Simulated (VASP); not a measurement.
# ZrSi7 (P-43m) in VASP: a series of runs, part 2 of 2

VASP 6.6.1. Earlier steps stand in the parts before.

**3. Relaxation of cell and atoms, PBEsol**

INCAR

```
PREC     = Accurate       # precision mode
ENCUT    = 600            # plane-wave cutoff, eV
EDIFF    = 1E-6           # SCF threshold, eV
ISMEAR   = -1             # smearing method
SIGMA    = 0.15           # smearing width, eV
LREAL    = F              # projectors in reciprocal space
LASPH    = T              # aspherical terms in the spheres
NELM     = 100            # most SCF steps
ALGO     = Normal         # electronic algorithm
ISIF     = 3              # what is computed and relaxed
LWAVE    = F              # write WAVECAR
LCHARG   = F              # write CHGCAR
GGA      = PS             # functional
IBRION   = 2              # ionic algorithm
NSW      = 80             # ionic steps
EDIFFG   = -0.001         # ionic threshold
```

KPOINTS

```
regular mesh
0
Gamma
  6 6 6
```

POSCAR

```
ZrSi7
1.0
    5.6007267216      0.0000000000      0.0000000000
    0.0000000000      5.6007267216      0.0000000000
    0.0000000000      0.0000000000      5.6007267216
Zr Si
1 7
Direct
    0.0000000000      0.0000000000      0.0000000000
    0.2662141091      0.2662141091      0.2662141091
    0.0000000000      0.5000000000      0.5000000000
    0.5000000000      0.5000000000      0.0000000000
    0.5000000000      0.0000000000      0.5000000000
    0.7337858909      0.2662141091      0.7337858909
    0.7337858909      0.7337858909      0.2662141091
    0.2662141091      0.7337858909      0.7337858909
```

Potentials or basis: VASP PAW PBE potentials, release 64 (Zr_sv, Si).

Run with:

```bash
$ cat potpaw_PBE.64/Zr_sv/POTCAR potpaw_PBE.64/Si/POTCAR > POTCAR
$ mpirun -np 1 vasp_std > vasp.out
```

OUTCAR:

```text
PREC = Accurate
   ENCUT = 600
   EDIFF = 1E-6
   ISMEAR = -1
   LREAL = F
   LASPH = T
   NELM = 100
   ISIF = 3
   GGA = PS
   IBRION = 2
   NSW = 80
   EDIFFG = -0.001

 ion  position               nearest neighbor table
   1  0.000  0.000  0.000-   2 2.58   6 2.58   7 2.58   8 2.58
   2  0.266  0.266  0.266-   3 2.38   4 2.38   5 2.38   1 2.58
   3  0.000  0.500  0.500-   2 2.38   6 2.38   7 2.38   8 2.38
   4  0.500  0.500  0.000-   2 2.38   6 2.38   7 2.38   8 2.38
   5  0.500  0.000  0.500-   2 2.38   6 2.38   7 2.38   8 2.38
   6  0.734  0.266  0.734-   3 2.38   4 2.38   5 2.38   1 2.58
   7  0.734  0.734  0.266-   3 2.38   4 2.38   5 2.38   1 2.58
   8  0.266  0.734  0.734-   3 2.38   4 2.38   5 2.38   1 2.58

  LATTYP: Found a simple cubic cell.
 ALAT       =     5.6007267216

  Lattice vectors:

 A1 = (   5.6007267216,   0.0000000000,   0.0000000000)
 A2 = (   0.0000000000,   5.6007267216,   0.0000000000)
 A3 = (   0.0000000000,   0.0000000000,   5.6007267216)

Analysis of symmetry for initial positions (statically):
=====================================================================
 Subroutine PRICEL returns:
 Original cell was already a primitive cell.

 Routine SETGRP: Setting up the symmetry group for a
 simple cubic supercell.

 Subroutine GETGRP returns: Found 24 space group operations
 (whereof 24 operations were pure point group operations)
 out of a pool of 48 trial point group operations.

The static configuration has the point symmetry T_d .

Analysis of symmetry for dynamics (positions and initial velocities):
=====================================================================
 Subroutine PRICEL returns:
 Original cell was already a primitive cell.

 Routine SETGRP: Setting up the symmetry group for a
 simple cubic supercell.

 Subroutine GETGRP returns: Found 24 space group operations
 (whereof 24 operations were pure point group operations)
 out of a pool of 48 trial point group operations.

The dynamic configuration has the point symmetry T_d .

[... 113 lines left out ...]
   POTIM  = 0.5000    time-step for ionic-motion
   TEBEG  =    0.0;   TEEND  =   0.0 temperature during run
   PSTRESS=    0.0 pullay stress
   NELECT =      40.0000    total number of electrons
   NUPDOWN=      -1.0000    fix difference up-down
   EMIN   =  10.00;   EMAX   =-10.00  energy-range for DOS
   EFERMI =   0.00;   METHOD = LEGACY
   ISMEAR =    -1;   SIGMA  =   0.15  broadening in eV -4-tet -1-fermi 0-gaus
   EFERMI_NEDOS =   21; number of points for ismear=-14 and -15
   IALGO  =     38    algorithm
   IMIX   =      4    mixing-type and parameters
     AMIX     =   0.40;   BMIX     =  1.00
     AMIX_MAG =   1.60;   BMIX_MAG =  1.00
  volume/ion in A,a.u.               =      21.96       148.20
  Fermi-wavevector in a.u.,A,eV,Ry     =   0.999656  1.889075 13.596459  0.999312
  Thomas-Fermi vector in A             =   2.131960
   LORBIT       =      0    0 simple, 1 ext, 2 COOP (PROOUT), +10 PAW based schemes
   GGA     = PS    functional components
   LHFCALC =     F    Hartree Fock is set to
   AEXX    =    0.0000 exact exchange contribution
   IVDW    =     0    specifies the selected vdW correction
   LEPSILON=     F    determine dielectric tensor
   LRPA    =     F    only Hartree local field effects (RPA)
 conjugate gradient relaxation of ions
 non-spin polarized calculation
  energy-cutoff  :      600.00
  volume of cell :      175.68
 maximum number of plane-waves:      5904
 NGX is ok and might be reduce to    48
   NGX = 23   NGY = 23   NGZ = 23

--------------------------------------- Ionic step        1  -------------------------------------------

 number of electron      39.9999999 magnetization

 Free energy of the ion-electron system (eV)
  ---------------------------------------------------
  ext. energy  EPLUGINS =         0.00000000
  ---------------------------------------------------
  free energy    TOTEN  =       -46.88997113 eV

  energy without entropy =      -46.73798554  energy(sigma->0) =      -46.81397834

------------------------ aborting loop because EDIFF is reached ----------------------------------------

  FORCE on cell =-STRESS in cart. coord.  units (eV):
  Direction    XX          YY          ZZ          XY          YZ          ZX
  --------------------------------------------------------------------------------------
  -------------------------------------------------------------------------------------
  Total        0.0435477      0.0435477      0.0435477     -0.0000000     -0.0000000      0.0000000
  in kB        0.3971393      0.3971393      0.3971393     -0.0000000     -0.0000000      0.0000000
  external PRESSURE =       0.3971393 kB  Pullay stress =       0.0000000 kB
[... 155 lines left out ...]
--------------------------------------- Ionic step        5  -------------------------------------------

 number of electron      39.9999999 magnetization

 Free energy of the ion-electron system (eV)
  ---------------------------------------------------
  ext. energy  EPLUGINS =         0.00000000
  ---------------------------------------------------
  free energy    TOTEN  =       -46.89001378 eV

  energy without entropy =      -46.73787649  energy(sigma->0) =      -46.81394513

 E-fermi :   5.5260     XC(G=0):  -9.4734

 val. band max:        5.2859811524   @ k =   0.5000   0.0000   0.0000
 cond. band min:       5.6028566647   @ k =   0.1667   0.1667   0.0000
 fundamental gap:      0.3168755124
 Fermi energy:         5.5260085810

 k-point     1 :       0.0000    0.0000    0.0000
  band No.  band energies     occupation
      1     -43.0910      2.00000
      2     -21.2139      2.00000
      3     -21.2139      2.00000
      4     -21.2139      2.00000
      5      -5.8521      2.00000
      6      -2.4341      2.00000
[... 584 lines left out ...]
  FREE ENERGIE OF THE ION-ELECTRON SYSTEM (eV)
  ---------------------------------------------------
  free  energy   TOTEN  =       -46.8900137750 eV

  energy  without entropy=      -46.7378764866  energy(sigma->0) =      -46.81394513

 reached required accuracy - stopping structural energy minimisation
```

Run time: 3 min. Hardware: 1 thread of Intel Xeon Platinum 8259CL at 2.50GHz (Skylake/Cascade Lake), shared host; peak memory 0.38 GiB.

Results:

| Item | Value |
| --- | --- |
| Free energy | -46.8900 eV |
| Relaxed volume | 21.97 Å³/atom |
| Relaxed cell | a = 5.601 Å, b = 5.601 Å, c = 5.601 Å, α = 90.00°, β = 90.00°, γ = 90.00° |
| Space group after relaxing (to 0.1 Å) | P-43m (No. 215) |
| Energy gained by relaxing | 0.0 meV/atom |
| Ionic steps | 5 |
| Pressure after relaxing | 0.0 GPa |
| Band gap on the k mesh | zero (bands 20 and 21 overlap by 0.16 eV) |

Final structure:
```
CELL_PARAMETERS angstrom
5.60136 0.00000 0.00000
0.00000 5.60136 0.00000
0.00000 0.00000 5.60136
ATOMIC_POSITIONS crystal
Zr 0.00000 0.00000 0.00000
Si 0.26632 0.26632 0.26632
Si 0.00000 0.50000 0.50000
Si 0.50000 0.50000 0.00000
Si 0.50000 0.00000 0.50000
Si 0.73368 0.26632 0.73368
Si 0.73368 0.73368 0.26632
Si 0.26632 0.73368 0.73368
```

Levels at points of the mesh, in eV from the Fermi level:
| k point | band 16 | band 17 | band 18 | band 19 | band 20 | band 21 | band 22 | band 23 | band 24 | band 25 |
| --- | --- | --- | --- | --- | --- | --- | --- | --- | --- | --- |
| (0.00, 0.00, 0.00) | -2.18 | -2.18 | -0.92 | -0.92 | -0.92 | -0.40 | -0.40 | 0.69 | 0.97 | 0.97 |
| (0.50, 0.00, 0.00) | -2.38 | -2.38 | -1.24 | -0.24 | -0.24 | 0.78 | 0.93 | 1.30 | 1.64 | 2.00 |
| (0.50, 0.50, 0.00) | -1.90 | -1.65 | -1.58 | -0.26 | -0.26 | 1.08 | 1.24 | 1.67 | 1.88 | 1.88 |
| (0.50, 0.50, 0.50) | -1.33 | -1.33 | -0.92 | -0.92 | -0.92 | 0.77 | 0.77 | 1.08 | 1.08 | 1.08 |

Caveat: the PAW data sets were made with another functional, which shifts forces and pressure a little.
